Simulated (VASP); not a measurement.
# CO2 (I-42d) in VASP: further runs

Runs on CO2. Level: PBEsol. Tasks: single point.

Program: VASP 6.6.1. These are calculated values, not measurements. Logs are shortened: lines on timing, memory, paths and dates and some standing lists are left out, and cuts for length are marked.

## (1) The cell of the first run

The structure is tetragonal, space group I-42d (No. 122). The conventional cell has a = 4.001 Å, b = 4.001 Å, c = 6.107 Å, α = 90.00°, β = 90.00°, γ = 90.00°. Within 1.9 Å of O (site symmetry 2) lie 2 C at 1.42 Å. Within 1.9 Å of C (site symmetry -4) lie 4 O at 1.42 Å.

## (2) Single point, PBEsol (volume scaled by 1.04)

INCAR

```
PREC = Accurate
ENCUT = 520
EDIFF = 1E-6
ISMEAR = -1
SIGMA = 0.05
LREAL = False
LASPH = True
NELM = 80
ALGO = Normal
ISIF = 2
LWAVE = False
LCHARG = False
GGA = PS
NBANDS = 25
```

KPOINTS

```
Automatic mesh
0
Gamma
  9 9 9
```

POSCAR

```
CO2
1.0
   -2.0007132300      2.0007132300      3.0537212064
    2.0007132300     -2.0007132300      3.0537212064
    2.0007132300      2.0007132300     -3.0537212064
O C
4 2
Direct
    0.8750000000      0.9597980000      0.5847980000
    0.3750000000      0.2902020000      0.4152020000
    0.0402020000      0.6250000000      0.9152020000
    0.7097980000      0.1250000000      0.0847980000
    0.0000000000      0.0000000000      0.0000000000
    0.7500000000      0.2500000000      0.5000000000
```

Potentials or basis: VASP PAW PBE potentials, release 64 (O, C).

Launch:

```console
cat potpaw_PBE.64/O/POTCAR potpaw_PBE.64/C/POTCAR > POTCAR
mpirun -np 1 vasp_std > vasp.out
```

OUTCAR:

```text
PREC = Accurate
   ENCUT = 520
   EDIFF = 1E-6
   ISMEAR = -1
   LREAL = False
   LASPH = True
   NELM = 80
   ISIF = 2
   GGA = PS

 ion  position               nearest neighbor table
   1  0.875  0.960  0.585-   5 1.42   6 1.42
   2  0.375  0.290  0.415-   5 1.42   6 1.42
   3  0.040  0.625  0.915-   6 1.42   5 1.42
   4  0.710  0.125  0.085-   5 1.42   6 1.42
   5  0.000  0.000  0.000-   2 1.42   1 1.42   3 1.42   4 1.42
   6  0.750  0.250  0.500-   3 1.42   2 1.42   1 1.42   4 1.42

  LATTYP: Found a body centered tetragonal cell.
 ALAT       =     4.0014264600
 C/A-ratio  =     1.5263162959

  Lattice vectors:

 A1 = (  -2.0007132300,   2.0007132300,   3.0537212064)
 A2 = (   2.0007132300,  -2.0007132300,   3.0537212064)
 A3 = (   2.0007132300,   2.0007132300,  -3.0537212064)

Analysis of symmetry for initial positions (statically):
=====================================================================
 Subroutine PRICEL returns:
 Original cell was already a primitive cell.

 Routine SETGRP: Setting up the symmetry group for a
 body centered tetragonal supercell.

 Subroutine GETGRP returns: Found  8 space group operations
 (whereof  4 operations were pure point group operations)
 out of a pool of 16 trial point group operations.

The static configuration has the point symmetry S_4 .
 The point group associated with its full space group is D_2d.

Analysis of symmetry for dynamics (positions and initial velocities):
=====================================================================
 Subroutine PRICEL returns:
 Original cell was already a primitive cell.

 Routine SETGRP: Setting up the symmetry group for a
 body centered tetragonal supercell.

 Subroutine GETGRP returns: Found  8 space group operations
 (whereof  4 operations were pure point group operations)
 out of a pool of 16 trial point group operations.

The dynamic configuration has the point symmetry S_4 .
 The point group associated with its full space group is D_2d.

 Subroutine INISYM returns: Found  8 space group operations
 (whereof  4 operations are pure point group operations),
 and found     1 'primitive' translations

----------------------------------------------------------------------------------------

                                     Primitive cell

  volume of cell :      48.8944

  direct lattice vectors                    reciprocal lattice vectors
    -2.000713230  2.000713230  3.053721206     0.000000000  0.249910878  0.163734659
     2.000713230 -2.000713230  3.053721206     0.249910878  0.000000000  0.163734659
     2.000713230  2.000713230 -3.053721206     0.249910878  0.249910878  0.000000000

  length of vectors
     4.163042165  4.163042165  4.163042165     0.298771628  0.298771628  0.353427353

  position of ions in fractional coordinates (direct lattice)
     0.875000000  0.959798000  0.584798000
     0.375000000  0.290202000  0.415202000
     0.040202000  0.625000000  0.915202000
     0.709798000  0.125000000  0.084798000
     0.000000000  0.000000000  0.000000000
     0.750000000  0.250000000  0.500000000

  ion indices of the primitive-cell ions
   primitive index   ion index
                 1           1
                 2           2
                 3           3
                 4           4
                 5           5
                 6           6

----------------------------------------------------------------------------------------

 KPOINTS: Automatic mesh

Automatic generation of k-mesh.
 Grid dimensions read from file:
 generate k-points for:    9    9    9

 Generating k-lattice:

  Cartesian coordinates                     Fractional coordinates (reciprocal lattice)
     0.000000000  0.027767875  0.018192740     0.111111111  0.000000000  0.000000000
     0.027767875  0.000000000  0.018192740     0.000000000  0.111111111  0.000000000
     0.027767875  0.027767875  0.000000000     0.000000000  0.000000000  0.111111111

  Length of vectors
     0.033196848  0.033196848  0.039269706

  Shift w.r.t. Gamma in fractional coordinates (k-lattice)
     0.000000000  0.000000000  0.000000000

 Subroutine IBZKPT returns following result:
 ===========================================

 Found     75 irreducible k-points:

 Following reciprocal coordinates:
            Coordinates               Weight
  0.000000  0.000000  0.000000      1.000000
  0.111111  0.000000  0.000000      8.000000
  0.222222  0.000000 -0.000000      8.000000
  0.333333  0.000000 -0.000000      8.000000
  0.444444  0.000000 -0.000000      8.000000
  0.111111  0.111111  0.000000      8.000000
[... 16 lines left out ...]
 -0.333333  0.333333  0.000000      4.000000
  0.444444  0.444444 -0.000000      8.000000
 [... further k-points ...]
   k-points           NKPTS =     75   k-points in BZ     NKDIM =     75   number of bands    NBANDS=     25
   number of dos      NEDOS =    301   number of ions     NIONS =      6
   total plane-waves  NPLWV =  32768
   dimension x,y,z NGX =    32 NGY =   32 NGZ =   32
   dimension x,y,z NGXF=    64 NGYF=   64 NGZF=   64
   ions per type =               4   2
   NGX,Y,Z   is equivalent  to a cutoff of  12.78, 12.78, 12.78 a.u.
   NGXF,Y,Z  is equivalent  to a cutoff of  25.56, 25.56, 25.56 a.u.
 SYSTEM =  unknown system
   PREC   = accura    normal or accurate (medium, high low for compatibility)
   ISTART =      0    job   : 0-new  1-cont  2-samecut
   ICHARG =      2    charge: 1-file 2-atom 10-const
   ISPIN  =      1    spin polarized calculation?
   LNONCOLLINEAR =      F non collinear calculations
   LSORBIT =      F    spin-orbit coupling
   LASPH  =      T    aspherical Exc in radial PAW
   ENCUT  =  520.0 eV  38.22 Ry    6.18 a.u.   7.74  7.74  7.74*2*pi/ulx,y,z
   NELM   =     80;   NELMIN=  2; NELMDL= -5     # of ELM steps
   EDIFF  = 0.1E-05   stopping-criterion for ELM
   LREAL  =      F    real-space projection
   EDIFFG = 0.1E-04   stopping-criterion for IOM
   NSW    =      0    number of steps for IOM
   IBRION =     -1    ionic relax: 0-MD 1-quasi-New 2-CG
   NFREE  =      0    steps in history (QN), initial steepest desc. (CG)
   ISIF   =      2    stress and relaxation
   ISYM   =      2    0-nonsym 1-usesym 2-fastsym
   POTIM  = 0.5000    time-step for ionic-motion
   TEBEG  =    0.0;   TEEND  =   0.0 temperature during run
   PSTRESS=    0.0 pullay stress
   NELECT =      32.0000    total number of electrons
   NUPDOWN=      -1.0000    fix difference up-down
   EMIN   =  10.00;   EMAX   =-10.00  energy-range for DOS
   EFERMI =   0.00;   METHOD = LEGACY
   ISMEAR =    -1;   SIGMA  =   0.05  broadening in eV -4-tet -1-fermi 0-gaus
   EFERMI_NEDOS =   21; number of points for ismear=-14 and -15
   IALGO  =     38    algorithm
   IMIX   =      4    mixing-type and parameters
     AMIX     =   0.40;   BMIX     =  1.00
     AMIX_MAG =   1.60;   BMIX_MAG =  1.00
  volume/ion in A,a.u.               =       8.15        54.99
  Fermi-wavevector in a.u.,A,eV,Ry     =   1.421363  2.685987 27.487496  2.020274
  Thomas-Fermi vector in A             =   2.542181
   LORBIT       =      0    0 simple, 1 ext, 2 COOP (PROOUT), +10 PAW based schemes
   GGA     = PS    functional components
   LHFCALC =     F    Hartree Fock is set to
   AEXX    =    0.0000 exact exchange contribution
   IVDW    =     0    specifies the selected vdW correction
   LEPSILON=     F    determine dielectric tensor
   LRPA    =     F    only Hartree local field effects (RPA)
 non-spin polarized calculation
  energy-cutoff  :      520.00
  volume of cell :       48.89
 maximum number of plane-waves:      1352
   NGX = 15   NGY = 15   NGZ = 15

 number of electron      31.9999999 magnetization

 Free energy of the ion-electron system (eV)
  ---------------------------------------------------
  ext. energy  EPLUGINS =         0.00000000
  ---------------------------------------------------
  free energy    TOTEN  =       -45.98700917 eV

  energy without entropy =      -45.98700917  energy(sigma->0) =      -45.98700917

 E-fermi :   2.7265     XC(G=0): -11.1292

 val. band max:        1.6762949951   @ k =  -0.4444   0.4444   0.4444
 cond. band min:       9.0370353481   @ k =   0.0000   0.0000   0.0000
 fundamental gap:      7.3607403530
 Fermi energy:         2.7264592538

 k-point     1 :       0.0000    0.0000    0.0000
  band No.  band energies     occupation
      1     -21.8339      2.00000
      2     -16.9573      2.00000
      3     -16.9573      2.00000
      4     -16.3700      2.00000
      5     -12.6205      2.00000
      6      -7.6693      2.00000
[... 17 lines left out ...]
     24      16.0865      0.00000
     25      16.0865      0.00000

 k-point     2 :       0.1111    0.0000    0.0000
  band No.  band energies     occupation
      1     -21.7573      2.00000
      2     -17.1321      2.00000
      3     -16.9766      2.00000
      4     -16.4730      2.00000
      5     -12.3697      2.00000
      6      -7.6645      2.00000
[... 17 lines left out ...]
     24      16.0196      0.00000
     25      16.1606      0.00000

 k-point     3 :       0.2222    0.0000   -0.0000
  band No.  band energies     occupation
      1     -21.5379      2.00000
      2     -17.6568      2.00000
      3     -17.0190      2.00000
      4     -16.6006      2.00000
      5     -11.8112      2.00000
      6      -7.6737      2.00000
[... 17 lines left out ...]
     24      15.8056      0.00000
     25      16.1736      0.00000

 k-point     4 :       0.3333    0.0000   -0.0000
  band No.  band energies     occupation
      1     -21.2205      2.00000
      2     -18.3031      2.00000
      3     -17.0575      2.00000
      4     -16.6871      2.00000
      5     -11.2582      2.00000
      6      -7.6770      2.00000
[... 17 lines left out ...]
     24      15.6457      0.00000
     25      15.9161      0.00000

 k-point     5 :       0.4444    0.0000   -0.0000
  band No.  band energies     occupation
      1     -20.9357      2.00000
      2     -18.7812      2.00000
      3     -17.0768      2.00000
      4     -16.7387      2.00000
      5     -10.9310      2.00000
      6      -7.6592      2.00000
[... 17 lines left out ...]
     24      15.4714      0.00000
     25      15.9766      0.00000

 k-point     6 :       0.1111    0.1111    0.0000
  band No.  band energies     occupation
      1     -21.6331      2.00000
      2     -17.3878      2.00000
      3     -17.0109      2.00000
      4     -16.6249      2.00000
      5     -11.9881      2.00000
      6      -7.7332      2.00000
[... 17 lines left out ...]
     24      15.9125      0.00000
     25      16.1423      0.00000
[... 393 lines left out ...]
 k-point    21 :       0.4444    0.3333   -0.0000
  band No.  band energies     occupation
      1     -20.3087      2.00000
      2     -19.4992      2.00000
      3     -17.1213      2.00000
      4     -16.9493      2.00000
      5      -9.9757      2.00000
      6      -8.9420      2.00000
[... 17 lines left out ...]
     24      15.7000      0.00000
     25      16.2224      0.00000

 k-point    22 :      -0.4444    0.3333    0.0000
  band No.  band energies     occupation
      1     -20.6055      2.00000
      2     -19.1502      2.00000
      3     -17.0915      2.00000
      4     -16.8874      2.00000
      5     -10.3332      2.00000
      6      -8.9118      2.00000
[... 17 lines left out ...]
     24      15.3749      0.00000
     25      16.3617      0.00000

 k-point    23 :      -0.3333    0.3333    0.0000
  band No.  band energies     occupation
      1     -20.9325      2.00000
      2     -18.7114      2.00000
      3     -17.0773      2.00000
      4     -16.7882      2.00000
      5     -10.7945      2.00000
      6      -8.7052      2.00000
[... 17 lines left out ...]
     24      15.2489      0.00000
     25      16.7169      0.00000

 k-point    24 :       0.4444    0.4444   -0.0000
  band No.  band energies     occupation
      1     -19.9792      2.00000
      2     -19.8572      2.00000
      3     -17.0515      2.00000
      4     -17.0086      2.00000
      5      -9.6604      2.00000
      6      -9.4608      2.00000
[... 17 lines left out ...]
     24      15.7795      0.00000
     25      16.2295      0.00000

 [... further k-points ...]
[... 5 lines left out ...]
  --------------------------------------------------------------------------------------
  -------------------------------------------------------------------------------------
  Total       -4.1748732     -4.1748732     -4.4758436      0.0000000      0.0000000      0.0000000
  in kB     -136.8027429   -136.8027429   -146.6649775      0.0000000      0.0000000      0.0000000
  external PRESSURE =    -140.0901544 kB  Pullay stress =       0.0000000 kB

 VOLUME and BASIS-vectors are now :
 -----------------------------------------------------------------------------
  energy-cutoff  :      520.00
  volume of cell :       48.89
      direct lattice vectors                 reciprocal lattice vectors
    -2.000713230  2.000713230  3.053721206     0.000000000  0.249910878  0.163734659
     2.000713230 -2.000713230  3.053721206     0.249910878  0.000000000  0.163734659
     2.000713230  2.000713230 -3.053721206     0.249910878  0.249910878  0.000000000

 POSITION                                       TOTAL-FORCE (eV/Angst)
 -----------------------------------------------------------------------------------
      1.33967      1.00036      3.81715         0.628002     -0.000000     -0.000000
      0.66104      1.00036      0.76343        -0.628002     -0.000000      0.000000
      3.00107      0.66104     -0.76343        -0.000000     -0.628002      0.000000
     -1.00036      1.33967      2.29029        -0.000000      0.628002     -0.000000
      0.00000      0.00000      0.00000        -0.000000     -0.000000      0.000000
      0.00000      2.00071      1.52686        -0.000000     -0.000000     -0.000000
 -----------------------------------------------------------------------------------
    total drift:                                0.000003      0.000003      0.000004

  FREE ENERGIE OF THE ION-ELECTRON SYSTEM (eV)
  ---------------------------------------------------
  free  energy   TOTEN  =       -45.9870091664 eV

  energy  without entropy=      -45.9870091663  energy(sigma->0) =      -45.98700917
```

Run time: 1.7 min. Hardware: 1 thread of Intel Xeon 6975P-C, shared host; peak memory 0.21 GiB.

What came out:

| Quantity | Value |
| --- | --- |
| Free energy | -45.9870 eV |
| Pressure | -14.0 GPa |
| Largest force | 0.628 eV/Å |
| Band gap on the k mesh | 7.36 eV, indirect (least direct gap 7.73 eV) |

Forces in eV/Å, atoms in the order of the input:
```
O    0.628  0.000  0.000
O   -0.628  0.000  0.000
O    0.000 -0.628  0.000
O    0.000  0.628  0.000
C    0.000  0.000  0.000
C    0.000  0.000  0.000
```

Caveat: the PAW data sets were made with another functional, which shifts forces and pressure a little.

(Continued in part 2 of 2.)
